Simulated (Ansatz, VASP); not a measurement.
# One calculation of Ga3Te2O, two programs

```
Ga Te O
1.0
     3.54943    0.00000    0.00000
     0.00000    3.54943    0.00000
     0.00000    0.00000   13.20814
Ga Te O
3 2 1
Direct
  0.00000 0.00000 0.66477
  0.00000 0.00000 0.33523
  0.50000 0.50000 0.50000
  0.50000 0.50000 0.86814
  0.50000 0.50000 0.13186
  0.00000 0.00000 0.00000
```

Change from the starting cell: species swapped into the Er2Mg3Ru type (P4/mmm, No. 123).

Alike in both runs: task single point; functional PBE; k mesh 6 × 6 × 2; occupations gaussian, width 0.1 eV; no spin polarisation.

|  | VASP | Ansatz |
| --- | --- | --- |
| version | VASP 6.6.1 | Ansatz 0.2.0 |
| potentials or method | VASP PAW PBE potentials, release 64 (Ga_d, Te, O), cutoff 520 eV | scalar-relativistic, plane waves, PAW |
| valence electrons in the cell | 57 | 77 |

```tsv
	VASP	Ansatz	Ansatz less VASP
gap on the k mesh at the Fermi level (eV)	none	none	-
pressure (GPa)	-9.0	-9.0	+0.02
traceless stress, the component that is largest in VASP (GPa)	-0.18	-0.18	-0.002
rms of the force components (eV/Å)	0.162	0.161	-0.0014
```

Atom by atom the forces differ by 0.002 eV/Å (rms over components). A gap of «none» marks a metal or a gap that the smearing closes. The functional is the same, so the differences come from potentials, cutoffs and numerics. VASP's potentials hold 57 valence electrons a cell and Ansatz's 77, so a difference there can come from the potentials and not from the codes.

Spin-orbit coupling is off throughout.
